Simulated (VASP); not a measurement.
A run of VASP 6.6.1:

The input POSCAR:

```
KBr
1.0
    0.0000000000      3.0291000000      3.5559000000
    3.0291000000      0.0000000000      3.5559000000
    3.0291000000      3.0291000000      0.0000000000
K Br
1 1
Direct
    0.0000000000      0.0000000000      0.0000000000
    0.5000000000      0.5000000000      0.5000000000
```

INCAR.step1

```
  PREC = Accurate
  ENCUT = 520
  ISMEAR = 0
  SIGMA = 0.05
  LREAL = False
  LASPH = True
  NELM = 80
  NBANDS = 15
  GGA = PE
  ALGO = Normal
  EDIFF = 1E-4
  LWAVE = True
  LCHARG = False
```

INCAR.step2

```
  PREC = Accurate
  ENCUT = 520
  EDIFF = 1E-6
  ISMEAR = 0
  SIGMA = 0.05
  LREAL = False
  LASPH = True
  NELM = 80
  ALGO = Normal
  ISIF = 2
  LWAVE = False
  LCHARG = False
  METAGGA = R2SCAN
  LMIXTAU = True
  NBANDS = 15
  ISTART = 1
```

Contents of KPOINTS:

```
regular mesh
0
Gamma
  6 6 6
```

Potentials or basis: VASP PAW PBE potentials, release 64 (K_sv, Br).

The run is started by

```sh
$ cat potpaw_PBE.64/K_sv/POTCAR potpaw_PBE.64/Br/POTCAR > POTCAR
$ cp INCAR.step1 INCAR
$ mpirun -np 1 vasp_std > vasp.out
$ cp INCAR.step2 INCAR
$ mpirun -np 1 vasp_std > vasp.out
```

Hardware: 1 thread of Intel(R) Xeon(R) 6975P-C (Granite Rapids), on a shared host.

Task: Estimate the wall time of this run.

Result: Run time: 47 s on 1 thread of Intel(R) Xeon(R) 6975P-C (Granite Rapids), on a shared host, peak memory 0.21 GiB. Counts: k points 30.
